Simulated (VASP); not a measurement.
# Na (Im-3m) in VASP: notebook

The runs below take Na through single point, with LDA.

All numbers are computed with VASP 6.6.1; they aren't measurements. Logs are shortened: lines on timing, memory, paths and dates and some standing lists are left out, and cuts for length are marked.

### 1 The cell of the first run

It takes space group Im-3m (No. 229, cubic). The conventional cell has a = 4.057 Å, b = 4.057 Å, c = 4.057 Å, α = 90.00°, β = 90.00°, γ = 90.00°. Within 4.6 Å of Na (site symmetry m-3m) lie 14 Na at 3.51 to 4.06 Å.

### 2 Single point, LDA

The input, INCAR:

```
PREC = Accurate
ENCUT = 520
EDIFF = 1E-6
ISMEAR = 1
SIGMA = 0.3
LREAL = False
LASPH = True
NELM = 60
ALGO = Normal
ISIF = 2
LWAVE = False
LCHARG = False
NBANDS = 10
```

The input, KPOINTS:

```
Automatic mesh
0
Gamma
  11 11 11
```

The input, POSCAR:

```
Na
1.0
   -2.0287155323      2.0287155323      2.0287155323
    2.0287155323     -2.0287155323      2.0287155323
    2.0287155323      2.0287155323     -2.0287155323
Na
1
Direct
    0.0000000000      0.0000000000      0.0000000000
```

Potentials or basis: VASP PAW LDA potentials, release 64 (Na_pv).

Started as:

```bash
$ cat potpaw_LDA.64/Na_pv/POTCAR > POTCAR
$ mpirun -np 1 vasp_std > vasp.out
```

OUTCAR:

```text
PREC = Accurate
   ENCUT = 520
   EDIFF = 1E-6
   ISMEAR = 1
   LREAL = False
   LASPH = True
   NELM = 60
   ISIF = 2

 ion  position               nearest neighbor table
   1  0.000  0.000  0.000-

  LATTYP: Found a body centered cubic cell.
 ALAT       =     4.0574310646

  Lattice vectors:

 A1 = (  -2.0287155323,   2.0287155323,   2.0287155323)
 A2 = (   2.0287155323,  -2.0287155323,   2.0287155323)
 A3 = (   2.0287155323,   2.0287155323,  -2.0287155323)

Analysis of symmetry for initial positions (statically):
=====================================================================
 Subroutine PRICEL returns:
 Original cell was already a primitive cell.

 Routine SETGRP: Setting up the symmetry group for a
 body centered cubic supercell.

 Subroutine GETGRP returns: Found 48 space group operations
 (whereof 48 operations were pure point group operations)
 out of a pool of 48 trial point group operations.

The static configuration has the point symmetry O_h .

Analysis of symmetry for dynamics (positions and initial velocities):
=====================================================================
 Subroutine PRICEL returns:
 Original cell was already a primitive cell.

 Routine SETGRP: Setting up the symmetry group for a
 body centered cubic supercell.

 Subroutine GETGRP returns: Found 48 space group operations
 (whereof 48 operations were pure point group operations)
 out of a pool of 48 trial point group operations.

The dynamic configuration has the point symmetry O_h .

 Subroutine INISYM returns: Found 48 space group operations
 (whereof 48 operations are pure point group operations),
 and found     1 'primitive' translations

----------------------------------------------------------------------------------------

                                     Primitive cell

  volume of cell :      33.3982

  direct lattice vectors                    reciprocal lattice vectors
    -2.028715532  2.028715532  2.028715532     0.000000000  0.246461365  0.246461365
     2.028715532 -2.028715532  2.028715532     0.246461365  0.000000000  0.246461365
     2.028715532  2.028715532 -2.028715532     0.246461365  0.246461365  0.000000000

  length of vectors
     3.513838376  3.513838376  3.513838376     0.348549005  0.348549005  0.348549005

  position of ions in fractional coordinates (direct lattice)
     0.000000000  0.000000000  0.000000000

  ion indices of the primitive-cell ions
   primitive index   ion index
                 1           1

----------------------------------------------------------------------------------------

 KPOINTS: Automatic mesh

Automatic generation of k-mesh.
 Grid dimensions read from file:
 generate k-points for:   11   11   11

 Generating k-lattice:

  Cartesian coordinates                     Fractional coordinates (reciprocal lattice)
     0.000000000  0.022405579  0.022405579     0.090909091  0.000000000  0.000000000
     0.022405579  0.000000000  0.022405579     0.000000000  0.090909091  0.000000000
     0.022405579  0.022405579  0.000000000     0.000000000  0.000000000  0.090909091

  Length of vectors
     0.031686273  0.031686273  0.031686273

  Shift w.r.t. Gamma in fractional coordinates (k-lattice)
     0.000000000  0.000000000  0.000000000

 Subroutine IBZKPT returns following result:
 ===========================================

 Found     56 irreducible k-points:

 Following reciprocal coordinates:
            Coordinates               Weight
  0.000000  0.000000  0.000000      1.000000
  0.090909  0.000000  0.000000     12.000000
  0.181818  0.000000  0.000000     12.000000
  0.272727  0.000000  0.000000     12.000000
  0.363636  0.000000  0.000000     12.000000
  0.454545  0.000000  0.000000     12.000000
[... 16 lines left out ...]
  0.272727  0.181818  0.090909     48.000000
  0.363636  0.181818  0.090909     24.000000
 [... further k-points ...]
   k-points           NKPTS =     56   k-points in BZ     NKDIM =     56   number of bands    NBANDS=     10
   number of dos      NEDOS =    301   number of ions     NIONS =      1
   total plane-waves  NPLWV =  21952
   dimension x,y,z NGX =    28 NGY =   28 NGZ =   28
   dimension x,y,z NGXF=    56 NGYF=   56 NGZF=   56
   ions per type =               1
   NGX,Y,Z   is equivalent  to a cutoff of  13.25, 13.25, 13.25 a.u.
   NGXF,Y,Z  is equivalent  to a cutoff of  26.49, 26.49, 26.49 a.u.
 SYSTEM =  unknown system
   PREC   = accura    normal or accurate (medium, high low for compatibility)
   ISTART =      0    job   : 0-new  1-cont  2-samecut
   ICHARG =      2    charge: 1-file 2-atom 10-const
   ISPIN  =      1    spin polarized calculation?
   LNONCOLLINEAR =      F non collinear calculations
   LSORBIT =      F    spin-orbit coupling
   LASPH  =      T    aspherical Exc in radial PAW
   ENCUT  =  520.0 eV  38.22 Ry    6.18 a.u.   6.53  6.53  6.53*2*pi/ulx,y,z
   NELM   =     60;   NELMIN=  2; NELMDL= -5     # of ELM steps
   EDIFF  = 0.1E-05   stopping-criterion for ELM
   LREAL  =      F    real-space projection
   EDIFFG = 0.1E-04   stopping-criterion for IOM
   NSW    =      0    number of steps for IOM
   IBRION =     -1    ionic relax: 0-MD 1-quasi-New 2-CG
   NFREE  =      0    steps in history (QN), initial steepest desc. (CG)
   ISIF   =      2    stress and relaxation
   ISYM   =      2    0-nonsym 1-usesym 2-fastsym
   POTIM  = 0.5000    time-step for ionic-motion
   TEBEG  =    0.0;   TEEND  =   0.0 temperature during run
   PSTRESS=    0.0 pullay stress
   NELECT =       7.0000    total number of electrons
   NUPDOWN=      -1.0000    fix difference up-down
   EMIN   =  10.00;   EMAX   =-10.00  energy-range for DOS
   EFERMI =   0.00;   METHOD = LEGACY
   ISMEAR =     1;   SIGMA  =   0.30  broadening in eV -4-tet -1-fermi 0-gaus
   EFERMI_NEDOS =   21; number of points for ismear=-14 and -15
   IALGO  =     38    algorithm
   IMIX   =      4    mixing-type and parameters
     AMIX     =   0.40;   BMIX     =  1.00
     AMIX_MAG =   1.60;   BMIX_MAG =  1.00
  volume/ion in A,a.u.               =      33.40       225.38
  Fermi-wavevector in a.u.,A,eV,Ry     =   0.972448  1.837660 12.866417  0.945655
  Thomas-Fermi vector in A             =   2.102747
   LORBIT       =      0    0 simple, 1 ext, 2 COOP (PROOUT), +10 PAW based schemes
   GGA     = CA    functional components
   LHFCALC =     F    Hartree Fock is set to
   AEXX    =    0.0000 exact exchange contribution
   IVDW    =     0    specifies the selected vdW correction
   LEPSILON=     F    determine dielectric tensor
   LRPA    =     F    only Hartree local field effects (RPA)
 non-spin polarized calculation
 Methfessel and Paxton  Order N= 1 SIGMA  =   0.30
  energy-cutoff  :      520.00
  volume of cell :       33.40
 maximum number of plane-waves:       935
 NGX is ok and might be reduce to    28
   NGX = 13   NGY = 13   NGZ = 13

 number of electron       7.0000010 magnetization

 Free energy of the ion-electron system (eV)
  ---------------------------------------------------
  ext. energy  EPLUGINS =         0.00000000
  ---------------------------------------------------
  free energy    TOTEN  =        -1.45655611 eV

  energy without entropy =       -1.45852735  energy(sigma->0) =       -1.45721319

 E-fermi :   0.5098     XC(G=0):  -7.0276

 val. band max:        0.4328482610   @ k =  -0.3636   0.4545   0.0909
 cond. band min:       0.5772138127   @ k =   0.1818   0.1818   0.1818
 fundamental gap:      0.1443655516
 Fermi energy:         0.5098231781

 k-point     1 :       0.0000    0.0000    0.0000
  band No.  band energies     occupation
      1     -24.3994      2.00000
      2     -24.3994      2.00000
      3     -24.3994      2.00000
      4      -3.0430      2.00000
      5      12.7852      0.00000
      6      12.7852      0.00000
      7      12.7852      0.00000
      8      13.9582      0.00000
      9      13.9582      0.00000
     10      14.6649      0.00000

 k-point     2 :       0.0909    0.0000    0.0000
  band No.  band energies     occupation
      1     -24.4037      2.00000
      2     -24.4008      2.00000
      3     -24.3994      2.00000
      4      -2.8863      2.00000
      5      11.0786      0.00000
      6      11.9689      0.00000
      7      12.2948      0.00000
      8      12.9778      0.00000
      9      13.3192      0.00000
     10      15.0025      0.00000

 k-point     3 :       0.1818    0.0000    0.0000
  band No.  band energies     occupation
      1     -24.4150      2.00000
      2     -24.4045      2.00000
      3     -24.3994      2.00000
      4      -2.4192      2.00000
      5       8.5960      0.00000
      6      10.8782      0.00000
      7      11.5261      0.00000
      8      11.9444      0.00000
      9      12.8937      0.00000
     10      15.1995      0.00000

 k-point     4 :       0.2727    0.0000    0.0000
  band No.  band energies     occupation
      1     -24.4297      2.00000
      2     -24.4094      2.00000
      3     -24.3994      2.00000
      4      -1.6511      2.00000
      5       6.2864     -0.00000
      6      10.0133      0.00000
      7      10.8913      0.00000
      8      11.1627      0.00000
      9      12.3195      0.00000
     10      15.8633      0.00000
[... 222 lines left out ...]
 k-point    22 :       0.1818    0.1818    0.0909
  band No.  band energies     occupation
      1     -24.4398      2.00000
      2     -24.4123      2.00000
      3     -24.4060      2.00000
      4      -0.4481      2.00006
      5       5.4956     -0.00000
      6       6.1409     -0.00000
      7       8.0042      0.00000
      8      14.7445      0.00000
      9      15.3729      0.00000
     10      16.6612      0.00000

 k-point    23 :       0.2727    0.1818    0.0909
  band No.  band energies     occupation
      1     -24.4422      2.00000
      2     -24.4193      2.00000
      3     -24.4071      2.00000
      4       0.7207      0.07812
      5       3.8547     -0.00000
      6       5.5035     -0.00000
      7       7.5087      0.00000
      8      14.6865      0.00000
      9      15.8857      0.00000
     10      16.7975      0.00000

 k-point    24 :       0.3636    0.1818    0.0909
  band No.  band energies     occupation
      1     -24.4423      2.00000
      2     -24.4229      2.00000
      3     -24.4074      2.00000
      4       1.9167     -0.00000
      5       2.4409     -0.00000
      6       5.3422     -0.00000
      7       7.3509      0.00000
      8      14.5968      0.00000
      9      16.0243      0.00000
     10      17.1957      0.00000

 [... further k-points ...]
[... 5 lines left out ...]
  --------------------------------------------------------------------------------------
  -------------------------------------------------------------------------------------
  Total       -0.0165619     -0.0165619     -0.0165619     -0.0000000     -0.0000000      0.0000000
  in kB       -0.7945059     -0.7945059     -0.7945059     -0.0000000     -0.0000000      0.0000000
  external PRESSURE =      -0.7945059 kB  Pullay stress =       0.0000000 kB

 VOLUME and BASIS-vectors are now :
 -----------------------------------------------------------------------------
  energy-cutoff  :      520.00
  volume of cell :       33.40
      direct lattice vectors                 reciprocal lattice vectors
    -2.028715532  2.028715532  2.028715532     0.000000000  0.246461365  0.246461365
     2.028715532 -2.028715532  2.028715532     0.246461365  0.000000000  0.246461365
     2.028715532  2.028715532 -2.028715532     0.246461365  0.246461365  0.000000000

 POSITION                                       TOTAL-FORCE (eV/Angst)
 -----------------------------------------------------------------------------------
      0.00000      0.00000      0.00000        -0.000000      0.000000     -0.000000
 -----------------------------------------------------------------------------------
    total drift:                                0.000000     -0.000000      0.000000

  FREE ENERGIE OF THE ION-ELECTRON SYSTEM (eV)
  ---------------------------------------------------
  free  energy   TOTEN  =        -1.4565561116 eV

  energy  without entropy=       -1.4585273461  energy(sigma->0) =       -1.45721319
```

Wall time 7.7 s (1 thread of AMD EPYC 9R45 (Zen 5), shared host); peak memory 0.11 GiB.

What came out:

* Free energy: -1.4566 eV
* Pressure: -0.1 GPa

### 3 Single point, LDA

The input, INCAR:

```
PREC = Accurate ; ENCUT = 520
EDIFF = 1E-6 ; ISMEAR = 1
SIGMA = 0.6 ; LREAL = False
LASPH = True ; NELM = 60
ALGO = Normal ; ISIF = 2
LWAVE = False ; LCHARG = False
NBANDS = 10
```

The input, KPOINTS:

```
regular mesh
0
Gamma
  11 11 11
```

POSCAR is that of step 2.

Potentials or basis: VASP PAW LDA potentials, release 64 (Na_pv).

Started as:

```bash
$ cat potpaw_LDA.64/Na_pv/POTCAR > POTCAR
$ mpirun -np 1 vasp_std > vasp.out
```

Wall time 7.9 s (1 thread of AMD EPYC 9R45 (Zen 5), shared host); peak memory 0.11 GiB.

Results (log left out):

```yaml
Free_energy: -1.4545 eV
Pressure: -0.1 GPa
```

Levels at points of the mesh, in eV from the Fermi level:
| k point | band 1 | band 2 | band 3 | band 4 | band 5 | band 6 | band 7 | band 8 |
| --- | --- | --- | --- | --- | --- | --- | --- | --- |
| (0.00, 0.00, 0.00) | -24.89 | -24.89 | -24.89 | -3.53 | 12.30 | 12.30 | 12.30 | 13.47 |

(Part 1 of 2 ends here.)
